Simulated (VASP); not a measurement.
# PbS (Galena) (Fm-3m) in VASP: further runs, part 2 of 2

VASP 6.6.1.

### Step 3. Single point, PBE

This run uses another cell than the first one, of 24.69 Å³/atom, 1.029 times its volume.

Input file INCAR:

```
PREC = Accurate
ENCUT = 500
EDIFF = 1E-6
ISMEAR = 0
SIGMA = 0.01
LREAL = False
LASPH = True
NELM = 120
ALGO = Normal
ISIF = 2
LWAVE = False
LCHARG = False
GGA = PE
NBANDS = 17
GGA_COMPAT = False
```

Input file KPOINTS:

```
regular mesh
0
Gamma
  6 6 6
```

Input file POSCAR:

```
PbS
1.0
    0.0000000000      2.9120594318      2.9120594318
    2.9120594318      0.0000000000      2.9120594318
    2.9120594318      2.9120594318      0.0000000000
Pb S
1 1
Direct
    0.0000000000      0.0000000000      0.0000000000
    0.5000000000      0.5000000000      0.5000000000
```

Potentials or basis: VASP PAW PBE potentials, release 64 (Pb_d, S).

Started as:

```console
cat potpaw_PBE.64/Pb_d/POTCAR potpaw_PBE.64/S/POTCAR > POTCAR
mpirun -np 1 vasp_std > vasp.out
```

OUTCAR:

```text
PREC = Accurate
   ENCUT = 500
   EDIFF = 1E-6
   ISMEAR = 0
   LREAL = False
   LASPH = True
   NELM = 120
   ISIF = 2
   GGA = PE

 ion  position               nearest neighbor table
   1  0.000  0.000  0.000-   2 2.91   2 2.91   2 2.91   2 2.91   2 2.91   2 2.91
   2  0.500  0.500  0.500-   1 2.91   1 2.91   1 2.91   1 2.91   1 2.91   1 2.91

  LATTYP: Found a face centered cubic cell.
 ALAT       =     5.8241188636

  Lattice vectors:

 A1 = (   0.0000000000,   2.9120594318,   2.9120594318)
 A2 = (   2.9120594318,   0.0000000000,   2.9120594318)
 A3 = (   2.9120594318,   2.9120594318,   0.0000000000)

Analysis of symmetry for initial positions (statically):
=====================================================================
 Subroutine PRICEL returns:
 Original cell was already a primitive cell.

 Routine SETGRP: Setting up the symmetry group for a
 face centered cubic supercell.

 Subroutine GETGRP returns: Found 48 space group operations
 (whereof 48 operations were pure point group operations)
 out of a pool of 48 trial point group operations.

The static configuration has the point symmetry O_h .

Analysis of symmetry for dynamics (positions and initial velocities):
=====================================================================
 Subroutine PRICEL returns:
 Original cell was already a primitive cell.

 Routine SETGRP: Setting up the symmetry group for a
 face centered cubic supercell.

 Subroutine GETGRP returns: Found 48 space group operations
 (whereof 48 operations were pure point group operations)
 out of a pool of 48 trial point group operations.

The dynamic configuration has the point symmetry O_h .

 Subroutine INISYM returns: Found 48 space group operations
 (whereof 48 operations are pure point group operations),
 and found     1 'primitive' translations

----------------------------------------------------------------------------------------

                                     Primitive cell

  volume of cell :      49.3891

[... 99 lines left out ...]
     AMIX_MAG =   1.60;   BMIX_MAG =  1.00
  volume/ion in A,a.u.               =      24.69       166.65
  Fermi-wavevector in a.u.,A,eV,Ry     =   1.211178  2.288794 19.959092  1.466952
  Thomas-Fermi vector in A             =   2.346702
   LORBIT       =      0    0 simple, 1 ext, 2 COOP (PROOUT), +10 PAW based schemes
   GGA     = PE    functional components
   LHFCALC =     F    Hartree Fock is set to
   AEXX    =    0.0000 exact exchange contribution
   IVDW    =     0    specifies the selected vdW correction
   LEPSILON=     F    determine dielectric tensor
   LRPA    =     F    only Hartree local field effects (RPA)
 non-spin polarized calculation
 Gauss-broadening in eV      SIGMA  =   0.01
  energy-cutoff  :      500.00
  volume of cell :       49.39
 maximum number of plane-waves:      1278
   NGX = 15   NGY = 15   NGZ = 15

 number of electron      19.9999994 magnetization

 Free energy of the ion-electron system (eV)
  ---------------------------------------------------
  ext. energy  EPLUGINS =         0.00000000
  ---------------------------------------------------
  free energy    TOTEN  =        -8.68759926 eV

  energy without entropy =       -8.68759926  energy(sigma->0) =       -8.68759926

 E-fermi :   6.7038     XC(G=0):  -9.9441

 val. band max:        6.6366222138   @ k =   0.5000   0.0000   0.0000
 cond. band min:       6.7825399800   @ k =   0.5000   0.0000   0.0000
 fundamental gap:      0.1459177662
 Fermi energy:         6.7037677813

 k-point     1 :       0.0000    0.0000    0.0000
  band No.  band energies     occupation
      1     -10.3577      2.00000
      2     -10.3577      2.00000
      3     -10.3577      2.00000
      4     -10.3429      2.00000
      5     -10.3429      2.00000
      6      -7.5490      2.00000
[... 297 lines left out ...]
      4     -10.3106      2.00000
      5     -10.2823      2.00000
      6      -5.6027      2.00000
[... 9 lines left out ...]
     16      18.5627      0.00000
     17      18.7659      0.00000

------------------------ aborting loop because EDIFF is reached ----------------------------------------

  FORCE on cell =-STRESS in cart. coord.  units (eV):
  Direction    XX          YY          ZZ          XY          YZ          ZX
  --------------------------------------------------------------------------------------
  -------------------------------------------------------------------------------------
  Total        1.8304563      1.8304563      1.8304563      0.0000000      0.0000000     -0.0000000
  in kB       59.3798716     59.3798716     59.3798716      0.0000000      0.0000000     -0.0000000
  external PRESSURE =      59.3798716 kB  Pullay stress =       0.0000000 kB

 VOLUME and BASIS-vectors are now :
 -----------------------------------------------------------------------------
  energy-cutoff  :      500.00
  volume of cell :       49.39
      direct lattice vectors                 reciprocal lattice vectors
     0.000000000  2.912059432  2.912059432    -0.171699792  0.171699792  0.171699792
     2.912059432  0.000000000  2.912059432     0.171699792 -0.171699792  0.171699792
     2.912059432  2.912059432  0.000000000     0.171699792  0.171699792 -0.171699792

 POSITION                                       TOTAL-FORCE (eV/Angst)
 -----------------------------------------------------------------------------------
      0.00000      0.00000      0.00000         0.000000      0.000000     -0.000000
      2.91206      2.91206      2.91206        -0.000000     -0.000000      0.000000
 -----------------------------------------------------------------------------------
    total drift:                               -0.000000      0.000000      0.000000

  FREE ENERGIE OF THE ION-ELECTRON SYSTEM (eV)
  ---------------------------------------------------
  free  energy   TOTEN  =        -8.6875992636 eV

  energy  without entropy=       -8.6875992636  energy(sigma->0) =       -8.68759926
```

stdout:

```text
POSCAR found type information on POSCAR PbS
 POSCAR found :  2 types and       2 ions
 scaLAPACK will be used
 LDA part: xc-table for (Slater+PW92), standard interpolation
 POSCAR, INCAR and KPOINTS ok, starting setup
 FFT: planning ... GRIDC
 FFT: planning ... GRID_SOFT
 FFT: planning ... GRID
 WAVECAR not read
 entering main loop
```

It took 16 s on 1 thread of Intel Xeon Platinum 8488C (Sapphire Rapids), shared host; peak memory 0.16 GiB.

What came out:

| Property | Result |
| --- | --- |
| Free energy | -8.6876 eV |
| Pressure | 5.9 GPa |
| Band gap on the k mesh | 0.15 eV, direct |

Caveat: spin-orbit coupling is left out, which moves the levels of the heavy elements.
